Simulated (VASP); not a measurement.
# FeO (Pm-3m) in VASP: further runs

Aim: see how the results for FeO move with the level of theory and the settings. Levels: LDA, PBE-based screened hybrid with 25 % exact exchange. Tasks: relaxation of cell and atoms.

Everything below comes from runs of VASP 6.6.1. Logs are shortened: lines on timing, memory, paths and dates and some standing lists are left out, and cuts for length are marked.

**1. The cell of the first run**

The structure is cubic, space group Pm-3m (No. 221). Conventional cell: a = 2.612 Å, b = 2.612 Å, c = 2.612 Å, α = 90.00°, β = 90.00°, γ = 90.00°. Within 3.0 Å of Fe (site symmetry m-3m) lie 8 O at 2.26 Å and 6 Fe at 2.61 Å. Within 3.0 Å of O (site symmetry m-3m) lie 8 Fe at 2.26 Å and 6 O at 2.61 Å.

**2. Relaxation of cell and atoms, LDA, collinear spin, ferromagnetic start**

Contents of INCAR:

```
ALGO = Normal
EDIFF = 1E-6
EDIFFG = -0.01
ENCUT = 600
IBRION = 2
ISIF = 3
ISMEAR = -1
ISPIN = 2
LASPH = True
LCHARG = False
LMAXMIX = 4
LORBIT = 11
LREAL = False
LWAVE = False
MAGMOM = 3 0
NELM = 150
NSW = 60
PREC = Accurate
SIGMA = 0.05
```

Contents of KPOINTS:

```
k-points
0
Gamma
  10 10 10
```

Contents of POSCAR:

```
FeO
1.0
    2.6124696300      0.0000000000      0.0000000000
    0.0000000000      2.6124696300      0.0000000000
    0.0000000000      0.0000000000      2.6124696300
Fe O
1 1
Direct
    0.0000000000      0.0000000000      0.0000000000
    0.5000000000      0.5000000000      0.5000000000
```

Potentials or basis: VASP PAW LDA potentials, release 64 (Fe, O).

Started as:

```
cat potpaw_LDA.64/Fe/POTCAR potpaw_LDA.64/O/POTCAR > POTCAR
mpirun -np 1 vasp_std > vasp.out
```

OUTCAR:

```text
EDIFF = 1E-6
   EDIFFG = -0.01
   ENCUT = 600
   IBRION = 2
   ISIF = 3
   ISMEAR = -1
   ISPIN = 2
   LASPH = True
   LORBIT = 11
   LREAL = False
   NELM = 150
   NSW = 60
   PREC = Accurate

 ion  position               nearest neighbor table
   1  0.000  0.000  0.000-   2 2.26   2 2.26   2 2.26   2 2.26   2 2.26   2 2.26   2 2.26   2 2.26

   2  0.500  0.500  0.500-   1 2.26   1 2.26   1 2.26   1 2.26   1 2.26   1 2.26   1 2.26   1 2.26

  LATTYP: Found a simple cubic cell.
 ALAT       =     2.6124696300

  Lattice vectors:

 A1 = (   2.6124696300,   0.0000000000,   0.0000000000)
 A2 = (   0.0000000000,   2.6124696300,   0.0000000000)
 A3 = (   0.0000000000,   0.0000000000,   2.6124696300)

Analysis of symmetry for initial positions (statically):
=====================================================================
 Subroutine PRICEL returns:
 Original cell was already a primitive cell.

 Routine SETGRP: Setting up the symmetry group for a
 simple cubic supercell.

 Subroutine GETGRP returns: Found 48 space group operations
 (whereof 48 operations were pure point group operations)
 out of a pool of 48 trial point group operations.

The static configuration has the point symmetry O_h .

Analysis of symmetry for dynamics (positions and initial velocities):
=====================================================================
 Subroutine PRICEL returns:
 Original cell was already a primitive cell.

 Routine SETGRP: Setting up the symmetry group for a
 simple cubic supercell.

 Subroutine GETGRP returns: Found 48 space group operations
 (whereof 48 operations were pure point group operations)
 out of a pool of 48 trial point group operations.

The dynamic configuration has the point symmetry O_h .

Analysis of structural, dynamic, and magnetic symmetry:
=====================================================================
 Subroutine PRICEL returns:
 Original cell was already a primitive cell.

 Routine SETGRP: Setting up the symmetry group for a
 simple cubic supercell.

 Subroutine GETGRP returns: Found 48 space group operations
 (whereof 48 operations were pure point group operations)
 out of a pool of 48 trial point group operations.

The overall configuration has the point symmetry O_h .

 Subroutine INISYM returns: Found 48 space group operations
 (whereof 48 operations are pure point group operations),
 and found     1 'primitive' translations

----------------------------------------------------------------------------------------

                                     Primitive cell

  volume of cell :      17.8301

  direct lattice vectors                    reciprocal lattice vectors
     2.612469630  0.000000000  0.000000000     0.382779569  0.000000000  0.000000000
     0.000000000  2.612469630  0.000000000     0.000000000  0.382779569  0.000000000
     0.000000000  0.000000000  2.612469630     0.000000000  0.000000000  0.382779569

  length of vectors
     2.612469630  2.612469630  2.612469630     0.382779569  0.382779569  0.382779569

  position of ions in fractional coordinates (direct lattice)
     0.000000000  0.000000000  0.000000000
     0.500000000  0.500000000  0.500000000

  ion indices of the primitive-cell ions
   primitive index   ion index
                 1           1
                 2           2

----------------------------------------------------------------------------------------

 KPOINTS: k-points

Automatic generation of k-mesh.
 Grid dimensions read from file:
 generate k-points for:   10   10   10

 Generating k-lattice:

  Cartesian coordinates                     Fractional coordinates (reciprocal lattice)
     0.038277957  0.000000000  0.000000000     0.100000000  0.000000000  0.000000000
     0.000000000  0.038277957  0.000000000     0.000000000  0.100000000  0.000000000
     0.000000000  0.000000000  0.038277957     0.000000000  0.000000000  0.100000000

  Length of vectors
     0.038277957  0.038277957  0.038277957

  Shift w.r.t. Gamma in fractional coordinates (k-lattice)
     0.000000000  0.000000000  0.000000000

 Subroutine IBZKPT returns following result:
 ===========================================

 Found     56 irreducible k-points:

 Following reciprocal coordinates:
            Coordinates               Weight
  0.000000  0.000000  0.000000      1.000000
  0.100000  0.000000  0.000000      6.000000
  0.200000  0.000000  0.000000      6.000000
  0.300000  0.000000  0.000000      6.000000
  0.400000  0.000000  0.000000      6.000000
  0.500000  0.000000  0.000000      3.000000
[... 16 lines left out ...]
  0.200000  0.100000  0.100000     24.000000
  0.300000  0.100000  0.100000     24.000000
 [... further k-points ...]
   k-points           NKPTS =     56   k-points in BZ     NKDIM =     56   number of bands    NBANDS=     13
   number of dos      NEDOS =    301   number of ions     NIONS =      2
   total plane-waves  NPLWV =  13824
   dimension x,y,z NGX =    24 NGY =   24 NGZ =   24
   dimension x,y,z NGXF=    48 NGYF=   48 NGZF=   48
   ions per type =               1   1
   NGX,Y,Z   is equivalent  to a cutoff of  15.27, 15.27, 15.27 a.u.
   NGXF,Y,Z  is equivalent  to a cutoff of  30.55, 30.55, 30.55 a.u.
 SYSTEM =  unknown system
   PREC   = accura    normal or accurate (medium, high low for compatibility)
   ISTART =      0    job   : 0-new  1-cont  2-samecut
   ICHARG =      2    charge: 1-file 2-atom 10-const
   ISPIN  =      2    spin polarized calculation?
   LNONCOLLINEAR =      F non collinear calculations
   LSORBIT =      F    spin-orbit coupling
   LASPH  =      T    aspherical Exc in radial PAW
   ENCUT  =  600.0 eV  44.10 Ry    6.64 a.u.   5.22  5.22  5.22*2*pi/ulx,y,z
   NELM   =    150;   NELMIN=  2; NELMDL= -5     # of ELM steps
   EDIFF  = 0.1E-05   stopping-criterion for ELM
   LREAL  =      F    real-space projection
   EDIFFG = -.1E-01   stopping-criterion for IOM
   NSW    =     60    number of steps for IOM
   IBRION =      2    ionic relax: 0-MD 1-quasi-New 2-CG
   NFREE  =      1    steps in history (QN), initial steepest desc. (CG)
   ISIF   =      3    stress and relaxation
   ISYM   =      2    0-nonsym 1-usesym 2-fastsym
   POTIM  = 0.5000    time-step for ionic-motion
   TEBEG  =    0.0;   TEEND  =   0.0 temperature during run
   PSTRESS=    0.0 pullay stress
   NELECT =      14.0000    total number of electrons
   NUPDOWN=      -1.0000    fix difference up-down
   EMIN   =  10.00;   EMAX   =-10.00  energy-range for DOS
   EFERMI =   0.00;   METHOD = LEGACY
   ISMEAR =    -1;   SIGMA  =   0.05  broadening in eV -4-tet -1-fermi 0-gaus
   EFERMI_NEDOS =   21; number of points for ismear=-14 and -15
   IALGO  =     38    algorithm
   IMIX   =      4    mixing-type and parameters
     AMIX     =   0.40;   BMIX     =  1.00
     AMIX_MAG =   1.60;   BMIX_MAG =  1.00
  volume/ion in A,a.u.               =       8.92        60.16
  Fermi-wavevector in a.u.,A,eV,Ry     =   1.510311  2.854073 31.035406  2.281038
  Thomas-Fermi vector in A             =   2.620517
   LORBIT       =     11    0 simple, 1 ext, 2 COOP (PROOUT), +10 PAW based schemes
   GGA     = CA    functional components
   LHFCALC =     F    Hartree Fock is set to
   AEXX    =    0.0000 exact exchange contribution
   IVDW    =     0    specifies the selected vdW correction
   LEPSILON=     F    determine dielectric tensor
   LRPA    =     F    only Hartree local field effects (RPA)
 conjugate gradient relaxation of ions
 spin polarized calculation
  energy-cutoff  :      600.00
  volume of cell :       17.83
 maximum number of plane-waves:       624
 NGX is ok and might be reduce to    24
   NGX = 11   NGY = 11   NGZ = 11

--------------------------------------- Ionic step        1  -------------------------------------------

 number of electron      14.0000002 magnetization       3.9836184

 Free energy of the ion-electron system (eV)
  ---------------------------------------------------
  ext. energy  EPLUGINS =         0.00000000
  ---------------------------------------------------
  free energy    TOTEN  =       -15.91612242 eV

  energy without entropy =      -15.91229797  energy(sigma->0) =      -15.91421020

------------------------ aborting loop because EDIFF is reached ----------------------------------------

  FORCE on cell =-STRESS in cart. coord.  units (eV):
  Direction    XX          YY          ZZ          XY          YZ          ZX
  --------------------------------------------------------------------------------------
  -------------------------------------------------------------------------------------
  Total       -1.0215486     -1.0215486     -1.0215486      0.0000000      0.0000000     -0.0000000
  in kB      -91.7943282    -91.7943282    -91.7943282      0.0000000      0.0000000     -0.0000000
  external PRESSURE =     -91.7943282 kB  Pullay stress =       0.0000000 kB
[... 57 lines left out ...]
  energy  without entropy=      -15.9162598325  energy(sigma->0) =      -15.92039654

--------------------------------------- Ionic step        3  -------------------------------------------

 number of electron      13.9999996 magnetization       3.9439960

 Free energy of the ion-electron system (eV)
  ---------------------------------------------------
  ext. energy  EPLUGINS =         0.00000000
  ---------------------------------------------------
  free energy    TOTEN  =       -15.93782955 eV

  energy without entropy =      -15.93150600  energy(sigma->0) =      -15.93466778

 E-fermi :   6.9855     XC(G=0): -13.6275

 val. band max:        6.9723154343   @ k =   0.5000   0.5000   0.4000
 cond. band min:       6.9892217637   @ k =   0.3000   0.2000   0.2000
 fundamental gap:      0.0169063294
 Fermi energy:         6.9855266628

 spin component 1

 k-point     1 :       0.0000    0.0000    0.0000
  band No.  band energies     occupation
      1     -13.7854      1.00000
      2       2.2688      1.00000
      3       2.2688      1.00000
      4       3.8114      1.00000
      5       3.8114      1.00000
      6       3.8114      1.00000
      7       4.7263      1.00000
      8       4.7263      1.00000
      9       4.7263      1.00000
     10       8.0862      0.00000
     11      22.4330      0.00000
     12      22.4330      0.00000
     13      27.5657      0.00000
[... 353 lines left out ...]
 k-point    24 :       0.3000    0.1000    0.1000
  band No.  band energies     occupation
      1     -12.7253      1.00000
      2      -0.6870      1.00000
      3       1.8412      1.00000
      4       2.3579      1.00000
      5       2.9667      1.00000
      6       4.4791      1.00000
      7       4.8446      1.00000
      8       5.6674      1.00000
      9       6.3483      1.00000
     10      12.0104      0.00000
     11      18.6824      0.00000
     12      22.1827      0.00000
     13      25.2970      0.00000

 [... further k-points ...]

 spin component 2

 k-point     1 :       0.0000    0.0000    0.0000
  band No.  band energies     occupation
      1     -13.1207      1.00000
      2       4.5582      1.00000
      3       4.5582      1.00000
      4       4.5582      1.00000
      5       4.6440      1.00000
      6       4.6440      1.00000
      7       8.2204      0.00000
      8       8.2205      0.00000
      9       8.2205      0.00000
     10       9.0682      0.00000
     11      23.5285      0.00000
     12      23.5285      0.00000
     13      28.6780      0.00000
[... 397 lines left out ...]
  FREE ENERGIE OF THE ION-ELECTRON SYSTEM (eV)
  ---------------------------------------------------
  free  energy   TOTEN  =       -15.9378295549 eV

  energy  without entropy=      -15.9315060014  energy(sigma->0) =      -15.93466778

 reached required accuracy - stopping structural energy minimisation

 total charge

# of ion       s       p       d       tot
------------------------------------------
    1        0.321   0.413   6.194   6.928
    2        1.555   3.402   0.000   4.956
--------------------------------------------------
tot          1.876   3.814   6.194  11.884

 magnetization (x)

# of ion       s       p       d       tot
------------------------------------------
    1        0.007   0.023   3.407   3.437
    2        0.031   0.360   0.000   0.391
--------------------------------------------------
tot          0.038   0.383   3.407   3.829
```

Wall time 91 s (1 thread of Intel Xeon 8259CL, shared host); peak memory 0.16 GiB.

Results:

```
Free energy                                           : -15.9378 eV
Relaxed volume                                        : 8.55 Å³/atom
Relaxed cell                                          : a = 2.576 Å, b = 2.576 Å, c = 2.576 Å, α = 90.00°, β = 90.00°, γ = 90.00°
Space group after relaxing (to 0.1 Å)                 : Pm-3m (No. 221)
Energy gained by relaxing                             : 10.9 meV/atom
Ionic steps                                           : 3
Pressure after relaxing                               : 0.0 GPa
Net moment                                            : 3.94 μB per cell
Site moments                                          : Fe +3.44; O +0.39 μB
Valence electrons inside the program's atomic spheres : Fe 6.93; O 4.96
```

Step by step:
```csv
step,energy change (eV),largest force (eV/Å),pressure (GPa),volume (Å³)
1,0.0000,0.0000,-9.18,17.83
2,-0.0084,0.0000,7.98,16.54
3,-0.0217,0.0000,-0.02,17.10
```

Final structure:
```yaml
crystal:
  lattice:
    - [2.57607, 0.00000, 0.00000]
    - [0.00000, 2.57607, 0.00000]
    - [0.00000, 0.00000, 2.57607]
  atoms:
    - { symbol: Fe, position: [0.00000, 0.00000, 0.00000] }
    - { symbol: O, position: [0.50000, 0.50000, 0.50000] }
```

Levels at points of the mesh, in eV from the Fermi level:
Spin up:
```tsv
k point	band 7	band 8	band 9	band 10	band 11	band 12
(0.00, 0.00, 0.00)	-2.26	-2.26	-2.26	1.10	15.45	15.45
(0.50, 0.00, 0.00)	-1.37	-0.09	-0.09	6.29	8.62	15.72
(0.50, 0.50, 0.00)	-3.00	-2.20	-1.27	6.24	11.37	11.37
(0.50, 0.50, 0.50)	0.07	0.07	0.07	6.60	6.60	6.60
```
Spin down:
```tsv
k point	band 3	band 4	band 5	band 6	band 7	band 8
(0.00, 0.00, 0.00)	-2.43	-2.43	-2.34	-2.34	1.23	1.23
(0.50, 0.00, 0.00)	-3.31	-3.31	-1.75	1.37	1.40	2.42
(0.50, 0.50, 0.00)	-6.21	-1.85	-1.44	0.07	0.28	0.28
(0.50, 0.50, 0.50)	-6.86	-6.86	1.88	1.88	2.84	2.84
```

Caveat: a cell with one magnetic atom can't hold antiferromagnetic order, which such compounds often take; semilocal functionals often make such compounds metallic where correlation or magnetic order opens a gap, which also shifts bond lengths. With open d or f shells a metallic result of LDA can be an artefact of self-interaction; +U or a hybrid may open a gap.

[end of part 1 of 2]
